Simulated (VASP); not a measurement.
# CoSi2 (I4/mmm) in VASP: further runs, part 2 of 3

VASP 6.6.1. The steps go on from the part before.

### Step 3. Single point, PBE

This run uses another cell than the first one, of the same volume but with other edges.

INCAR reads:

```
SYSTEM = CoSi2
PREC = Accurate ; ENCUT = 520
EDIFF = 1E-7 ; ISMEAR = 0
SIGMA = 0.15 ; LREAL = .False.
LASPH = .True. ; NELM = 80
ALGO = Normal ; ISIF = 2
LWAVE = .False. ; LCHARG = .False.
GGA = PE ; NBANDS = 16
```

KPOINTS reads:

```
Automatic mesh
0
Gamma
  18 18 18
  0 0 0
```

POSCAR reads:

```
CoSi2
1.0
    0.0000000000      2.3876744660      3.3761716950
    2.3876744660      0.0000000000      3.3761716950
    2.3876744660      2.3876744660      0.0000000000
Co Si
1 2
Direct
    0.0000000000      0.0000000000      0.0000000000
    0.2500000000      0.2500000000      0.2500000000
    0.7500000000      0.7500000000      0.7500000000
```

Potentials or basis: VASP PAW PBE potentials, release 64 (Co, Si).

Launch:

```bash
$ cat potpaw_PBE.64/Co/POTCAR potpaw_PBE.64/Si/POTCAR > POTCAR
$ mpirun -np 1 vasp_std > vasp.out
```

OUTCAR:

```text
SYSTEM = CoSi2
   PREC = Accurate
   ENCUT = 520
   EDIFF = 1E-7
   ISMEAR = 0
   LREAL = .False.
   LASPH = .True.
   NELM = 80
   ISIF = 2
   GGA = PE

 ion  position               nearest neighbor table
   1  0.000  0.000  0.000-   3 2.39   3 2.39   3 2.39   2 2.39   3 2.39   2 2.39   2 2.39   2 2.39

   2  0.250  0.250  0.250-   1 2.39   1 2.39   1 2.39   1 2.39   3 2.39   3 2.39   3 2.39   3 2.39

   3  0.750  0.750  0.750-   1 2.39   1 2.39   1 2.39   1 2.39   2 2.39   2 2.39   2 2.39   2 2.39

  LATTYP: Found a body centered tetragonal cell.
 ALAT       =     3.3766816123
 C/A-ratio  =     1.9996979772

  Lattice vectors:

 A1 = (  -2.3876744660,   0.0000000000,   3.3761716950)
 A2 = (   2.3876744660,   0.0000000000,   3.3761716950)
 A3 = (   0.0000000000,   2.3876744660,  -3.3761716950)

Analysis of symmetry for initial positions (statically):
=====================================================================
 Subroutine PRICEL returns:
 Original cell was already a primitive cell.

 Routine SETGRP: Setting up the symmetry group for a
 body centered tetragonal supercell.

 Subroutine GETGRP returns: Found 16 space group operations
 (whereof 16 operations were pure point group operations)
 out of a pool of 16 trial point group operations.

The static configuration has the point symmetry D_4h.

Analysis of symmetry for dynamics (positions and initial velocities):
=====================================================================
 Subroutine PRICEL returns:
 Original cell was already a primitive cell.

 Routine SETGRP: Setting up the symmetry group for a
 body centered tetragonal supercell.

 Subroutine GETGRP returns: Found 16 space group operations
 (whereof 16 operations were pure point group operations)
 out of a pool of 16 trial point group operations.

The dynamic configuration has the point symmetry D_4h.

 Subroutine INISYM returns: Found 16 space group operations
 (whereof 16 operations are pure point group operations),
 and found     1 'primitive' translations

----------------------------------------------------------------------------------------

                                     Primitive cell

  volume of cell :      38.4950

  direct lattice vectors                    reciprocal lattice vectors
     0.000000000  2.387674466  3.376171695    -0.209408781  0.209408781  0.148096734
     2.387674466  0.000000000  3.376171695     0.209408781 -0.209408781  0.148096734
     2.387674466  2.387674466  0.000000000     0.209408781  0.209408781 -0.148096734

  length of vectors
     4.135157152  4.135157152  3.376681612     0.331114358  0.331114358  0.331114358

  position of ions in fractional coordinates (direct lattice)
     0.000000000  0.000000000  0.000000000
     0.250000000  0.250000000  0.250000000
     0.750000000  0.750000000  0.750000000

  ion indices of the primitive-cell ions
   primitive index   ion index
                 1           1
                 2           2
                 3           3

----------------------------------------------------------------------------------------

 KPOINTS: Automatic mesh

Automatic generation of k-mesh.
 Grid dimensions read from file:
 generate k-points for:   18   18   18

 Generating k-lattice:

  Cartesian coordinates                     Fractional coordinates (reciprocal lattice)
    -0.011633821  0.011633821  0.008227596     0.055555556  0.000000000  0.000000000
     0.011633821 -0.011633821  0.008227596     0.000000000  0.055555556  0.000000000
     0.011633821  0.011633821 -0.008227596     0.000000000  0.000000000  0.055555556

  Length of vectors
     0.018395242  0.018395242  0.018395242

  Shift w.r.t. Gamma in fractional coordinates (k-lattice)
     0.000000000  0.000000000  0.000000000

 Subroutine IBZKPT returns following result:
 ===========================================

 Found    480 irreducible k-points:

 Following reciprocal coordinates:
            Coordinates               Weight
  0.000000  0.000000  0.000000      1.000000
  0.055556  0.000000  0.000000      8.000000
  0.111111  0.000000  0.000000      8.000000
  0.166667  0.000000  0.000000      8.000000
  0.222222 -0.000000  0.000000      8.000000
  0.277778  0.000000  0.000000      8.000000
[... 16 lines left out ...]
 -0.277778  0.055556  0.000000      8.000000
 -0.222222  0.055556  0.000000      8.000000
 [... further k-points ...]
   k-points           NKPTS =    480   k-points in BZ     NKDIM =    480   number of bands    NBANDS=     16
   number of dos      NEDOS =    301   number of ions     NIONS =      3
   total plane-waves  NPLWV =  28672
   dimension x,y,z NGX =    32 NGY =   32 NGZ =   28
   dimension x,y,z NGXF=    64 NGYF=   64 NGZF=   56
   ions per type =               1   2
   NGX,Y,Z   is equivalent  to a cutoff of  12.86, 12.86, 13.79 a.u.
   NGXF,Y,Z  is equivalent  to a cutoff of  25.73, 25.73, 27.57 a.u.
 SYSTEM =  CoSi2
   PREC   = accura    normal or accurate (medium, high low for compatibility)
   ISTART =      0    job   : 0-new  1-cont  2-samecut
   ICHARG =      2    charge: 1-file 2-atom 10-const
   ISPIN  =      1    spin polarized calculation?
   LNONCOLLINEAR =      F non collinear calculations
   LSORBIT =      F    spin-orbit coupling
   LASPH  =      T    aspherical Exc in radial PAW
   ENCUT  =  520.0 eV  38.22 Ry    6.18 a.u.   7.69  7.69  6.28*2*pi/ulx,y,z
   NELM   =     80;   NELMIN=  2; NELMDL= -5     # of ELM steps
   EDIFF  = 0.1E-06   stopping-criterion for ELM
   LREAL  =      F    real-space projection
   EDIFFG = 0.1E-05   stopping-criterion for IOM
   NSW    =      0    number of steps for IOM
   IBRION =     -1    ionic relax: 0-MD 1-quasi-New 2-CG
   NFREE  =      0    steps in history (QN), initial steepest desc. (CG)
   ISIF   =      2    stress and relaxation
   ISYM   =      2    0-nonsym 1-usesym 2-fastsym
   POTIM  = 0.5000    time-step for ionic-motion
   TEBEG  =    0.0;   TEEND  =   0.0 temperature during run
   PSTRESS=    0.0 pullay stress
   NELECT =      17.0000    total number of electrons
   NUPDOWN=      -1.0000    fix difference up-down
   EMIN   =  10.00;   EMAX   =-10.00  energy-range for DOS
   EFERMI =   0.00;   METHOD = LEGACY
   ISMEAR =     0;   SIGMA  =   0.15  broadening in eV -4-tet -1-fermi 0-gaus
   EFERMI_NEDOS =   21; number of points for ismear=-14 and -15
   IALGO  =     38    algorithm
   IMIX   =      4    mixing-type and parameters
     AMIX     =   0.40;   BMIX     =  1.00
     AMIX_MAG =   1.60;   BMIX_MAG =  1.00
  volume/ion in A,a.u.               =      12.83        86.59
  Fermi-wavevector in a.u.,A,eV,Ry     =   1.246684  2.355890 21.146444  1.554220
  Thomas-Fermi vector in A             =   2.380850
   LORBIT       =      0    0 simple, 1 ext, 2 COOP (PROOUT), +10 PAW based schemes
   GGA     = PE    functional components
   LHFCALC =     F    Hartree Fock is set to
   AEXX    =    0.0000 exact exchange contribution
   IVDW    =     0    specifies the selected vdW correction
   LEPSILON=     F    determine dielectric tensor
   LRPA    =     F    only Hartree local field effects (RPA)
 non-spin polarized calculation
 Gauss-broadening in eV      SIGMA  =   0.15
  energy-cutoff  :      520.00
  volume of cell :       38.50
 maximum number of plane-waves:      1060
   NGX = 15   NGY = 15   NGZ = 13

 number of electron      17.0000001 magnetization

 Free energy of the ion-electron system (eV)
  ---------------------------------------------------
  ext. energy  EPLUGINS =         0.00000000
  ---------------------------------------------------
  free energy    TOTEN  =       -18.46673440 eV

  energy without entropy =      -18.45188557  energy(sigma->0) =      -18.45930999

 E-fermi :  10.2163     XC(G=0): -11.7443

 val. band max:       10.2151447461   @ k =  -0.3333   0.2222   0.1111
 cond. band min:      10.2214915367   @ k =   0.4444   0.1111   0.2222
 fundamental gap:      0.0063467906
 Fermi energy:        10.2163137722

 k-point     1 :       0.0000    0.0000    0.0000
  band No.  band energies     occupation
      1      -3.6081      2.00000
      2       6.0680      2.00000
      3       6.0680      2.00000
      4       7.2391      2.00000
      5       7.5025      2.00000
      6       8.5254      2.00000
[... 8 lines left out ...]
     15      16.2278      0.00000
     16      19.0291      0.00000
[... 419 lines left out ...]
 k-point    24 :      -0.2222    0.0556    0.0000
  band No.  band energies     occupation
      1      -2.5608      2.00000
      2       3.4319      2.00000
      3       6.6014      2.00000
      4       6.9594      2.00000
      5       7.6643      2.00000
      6       7.9743      2.00000
[... 8 lines left out ...]
     15      17.5958      0.00000
     16      18.0003      0.00000

 [... further k-points ...]
[... 5 lines left out ...]
  --------------------------------------------------------------------------------------
  -------------------------------------------------------------------------------------
  Total        4.2614708      4.2614708     -4.3131285      0.0000000     -0.0000000     -0.0000000
  in kB      177.3639488    177.3639488   -179.5139592      0.0000000     -0.0000000     -0.0000000
  external PRESSURE =      58.4046461 kB  Pullay stress =       0.0000000 kB

 VOLUME and BASIS-vectors are now :
 -----------------------------------------------------------------------------
  energy-cutoff  :      520.00
  volume of cell :       38.50
      direct lattice vectors                 reciprocal lattice vectors
     0.000000000  2.387674466  3.376171695    -0.209408781  0.209408781  0.148096734
     2.387674466  0.000000000  3.376171695     0.209408781 -0.209408781  0.148096734
     2.387674466  2.387674466  0.000000000     0.209408781  0.209408781 -0.148096734

 POSITION                                       TOTAL-FORCE (eV/Angst)
 -----------------------------------------------------------------------------------
      0.00000      0.00000      0.00000         0.000000      0.000000      0.000000
      1.19384      1.19384      1.68809        -0.000000      0.000000      0.000000
      3.58151      3.58151      5.06426         0.000000     -0.000000     -0.000000
 -----------------------------------------------------------------------------------
    total drift:                                0.000000     -0.000000     -0.000000

  FREE ENERGIE OF THE ION-ELECTRON SYSTEM (eV)
  ---------------------------------------------------
  free  energy   TOTEN  =       -18.4667344014 eV

  energy  without entropy=      -18.4518855734  energy(sigma->0) =      -18.45930999
```

OSZICAR:

```text
N       E                     dE             d eps       ncg     rms          rms(c)
DAV:   1     0.597918974698E+02    0.59792E+02   -0.67683E+03 15440   0.101E+03
DAV:   2    -0.171226861488E+02   -0.76915E+02   -0.68687E+02 17144   0.200E+02
DAV:   3    -0.202771067927E+02   -0.31544E+01   -0.30781E+01 20056   0.445E+01
DAV:   4    -0.203327883678E+02   -0.55682E-01   -0.55646E-01 19184   0.570E+00
DAV:   5    -0.203345120086E+02   -0.17236E-02   -0.17236E-02 20704   0.104E+00    0.157E+01
DAV:   6    -0.271311959136E+02   -0.67967E+01   -0.33626E+01 16336   0.122E+02    0.254E+01
DAV:   7    -0.184731533323E+02    0.86580E+01   -0.15220E+01 18504   0.958E+01    0.392E+00
DAV:   8    -0.184986175357E+02   -0.25464E-01   -0.13859E+00 20968   0.105E+01    0.234E+00
DAV:   9    -0.184684571018E+02    0.30160E-01   -0.10013E-01 18504   0.563E+00    0.583E-01
DAV:  10    -0.184671093812E+02    0.13477E-02   -0.94136E-03 21808   0.191E+00    0.229E-01
DAV:  11    -0.184667179160E+02    0.39147E-03   -0.14125E-03 21112   0.686E-01    0.746E-02
DAV:  12    -0.184667390927E+02   -0.21177E-04   -0.99750E-05 20752   0.707E-02    0.185E-02
DAV:  13    -0.184667344195E+02    0.46731E-05   -0.78666E-06 22800   0.421E-02    0.101E-02
DAV:  14    -0.184667344014E+02    0.18147E-07   -0.98201E-07 19584   0.657E-03
   1 F= -.18466734E+02 E0= -.18459310E+02  d E =-.148488E-01
```

Run time: 5.9 min. Hardware: 1 thread of Intel Xeon Platinum 8375C at 2.90GHz (Ice Lake), shared host; peak memory 0.4 GiB.

What came out:

| Property | Result |
| --- | --- |
| Free energy | -18.4667 eV |
| Pressure | 5.8 GPa |
| Band gap on the k mesh | zero (an odd number of electrons rules out a gap without spin polarisation) |

Levels at points of the mesh, in eV from the Fermi level:
```
           k point  band 7  band 8  band 9  band 10  band 11  band 12
(0.00, 0.00, 0.00)   -1.15    1.51    1.68     1.68     2.05     3.91
(0.50, 0.00, 0.00)   -1.52   -0.91    0.48     1.29     2.97     3.87
(0.50, 0.50, 0.00)   -2.16   -2.16   -0.99     2.90     3.10     7.47
(0.50, 0.00, 0.50)   -2.31   -0.98   -0.68     0.50     2.44     5.74
```

Caveat: the cell stands under pressure; the run has no spin polarisation, though such a crystal can be magnetic. Spin polarisation is off, so any magnetic state and its effect on volume and gap are missing.

### Step 4. Single point, PBE

This run uses another cell than the first one, of the same volume but with other edges.

INCAR: that of step 3 with these lines changed.

```diff
@@ -2,3 +2,3 @@
 PREC = Accurate ; ENCUT = 520
-EDIFF = 1E-7 ; ISMEAR = 0
+EDIFF = 1E-6 ; ISMEAR = 0
 SIGMA = 0.15 ; LREAL = .False.
```

KPOINTS is that of step 3.

POSCAR reads:

```
CoSi2
1.0
    0.0000000000      2.8291237398      2.4047551788
    2.8291237398      0.0000000000      2.4047551788
    2.8291237398      2.8291237398      0.0000000000
Co Si
1 2
Direct
    0.0000000000      0.0000000000      0.0000000000
    0.2500000000      0.2500000000      0.2500000000
    0.7500000000      0.7500000000      0.7500000000
```

Potentials or basis: VASP PAW PBE potentials, release 64 (Co, Si).

Launch:

```bash
$ cat potpaw_PBE.64/Co/POTCAR potpaw_PBE.64/Si/POTCAR > POTCAR
$ mpirun -np 1 vasp_std > vasp.out
```

OUTCAR:

```text
SYSTEM = CoSi2
   PREC = Accurate
   ENCUT = 520
   EDIFF = 1E-6
   ISMEAR = 0
   LREAL = .False.
   LASPH = .True.
   NELM = 80
   ISIF = 2
   GGA = PE

 ion  position               nearest neighbor table
   1  0.000  0.000  0.000-   3 2.33   3 2.33   3 2.33   2 2.33   3 2.33   2 2.33   2 2.33   2 2.33

   2  0.250  0.250  0.250-   1 2.33   1 2.33   1 2.33   1 2.33   3 2.40   3 2.40   3 2.83   3 2.83
                             3 2.83   3 2.83
   3  0.750  0.750  0.750-   1 2.33   1 2.33   1 2.33   1 2.33   2 2.40   2 2.40   2 2.83   2 2.83
                             2 2.83   2 2.83

  LATTYP: Found a body centered tetragonal cell.
 ALAT       =     4.0009851625
 C/A-ratio  =     1.2020815280

  Lattice vectors:

 A1 = (   0.0000000000,  -2.8291237398,  -2.4047551788)
 A2 = (   0.0000000000,   2.8291237398,  -2.4047551788)
 A3 = (   2.8291237398,   0.0000000000,   2.4047551788)

Analysis of symmetry for initial positions (statically):
=====================================================================
 Subroutine PRICEL returns:
 Original cell was already a primitive cell.

[... 166 lines left out ...]
  ---------------------------------------------------
  free energy    TOTEN  =       -19.03923661 eV

  energy without entropy =      -19.02680762  energy(sigma->0) =      -19.03302211

 E-fermi :  10.0044     XC(G=0): -11.7414

 val. band max:       10.0028037973   @ k =  -0.3333  -0.0000   0.2222
 cond. band min:      10.0058842877   @ k =  -0.4444   0.3333   0.2222
 fundamental gap:      0.0030804905
 Fermi energy:        10.0044218570

 k-point     1 :       0.0000    0.0000    0.0000
  band No.  band energies     occupation
      1      -3.1563      2.00000
      2       5.5038      2.00000
      3       6.3591      2.00000
      4       6.3591      2.00000
      5       7.7982      2.00000
      6       8.4674      2.00000
[... 433 lines left out ...]
      3       6.1608      2.00000
      4       6.5533      2.00000
      5       7.5416      2.00000
      6       8.3055      2.00000
[... 8 lines left out ...]
     15      17.9259      0.00000
     16      18.2236      0.00000

 [... further k-points ...]
[... 5 lines left out ...]
  --------------------------------------------------------------------------------------
  -------------------------------------------------------------------------------------
  Total       -1.3868493     -1.3868493      4.2983958      0.0000000      0.0000000      0.0000000
  in kB      -57.7211668    -57.7211668    178.9007803      0.0000000      0.0000000      0.0000000
  external PRESSURE =      21.1528156 kB  Pullay stress =       0.0000000 kB

 VOLUME and BASIS-vectors are now :
 -----------------------------------------------------------------------------
  energy-cutoff  :      520.00
  volume of cell :       38.50
      direct lattice vectors                 reciprocal lattice vectors
     0.000000000  2.829123740  2.404755179    -0.176733168  0.176733168  0.207921374
     2.829123740  0.000000000  2.404755179     0.176733168 -0.176733168  0.207921374
     2.829123740  2.829123740  0.000000000     0.176733168  0.176733168 -0.207921374

 POSITION                                       TOTAL-FORCE (eV/Angst)
 -----------------------------------------------------------------------------------
      0.00000      0.00000      0.00000         0.000000      0.000000     -0.000000
      1.41456      1.41456      1.20238        -0.000000     -0.000000     -0.000000
      4.24369      4.24369      3.60713         0.000000      0.000000      0.000000
 -----------------------------------------------------------------------------------
    total drift:                               -0.000000     -0.000000      0.000000

  FREE ENERGIE OF THE ION-ELECTRON SYSTEM (eV)
  ---------------------------------------------------
  free  energy   TOTEN  =       -19.0392366062 eV

  energy  without entropy=      -19.0268076191  energy(sigma->0) =      -19.03302211
```

stdout:

```text
POSCAR found type information on POSCAR CoSi
 POSCAR found :  2 types and       3 ions
 scaLAPACK will be used
 LDA part: xc-table for (Slater+PW92), standard interpolation
 POSCAR, INCAR and KPOINTS ok, starting setup
 FFT: planning ... GRIDC
 FFT: planning ... GRID_SOFT
 FFT: planning ... GRID
 WAVECAR not read
 entering main loop
```

Run time: 5.9 min. Hardware: 1 thread of Intel Xeon Platinum 8375C at 2.90GHz (Ice Lake), shared host; peak memory 0.39 GiB.

What came out:

* Free energy: -19.0392 eV
* Pressure: 2.1 GPa
* Band gap on the k mesh: zero (an odd number of electrons rules out a gap without spin polarisation)

Stress tensor (GPa, compression positive):
```
-5.77  0.00  0.00
 0.00 -5.77  0.00
 0.00  0.00 17.89
```

Caveat: the run has no spin polarisation, though such a crystal can be magnetic. Spin polarisation is off, so any magnetic state and its effect on volume and gap are missing.

(Part 2 of 3 ends here.)
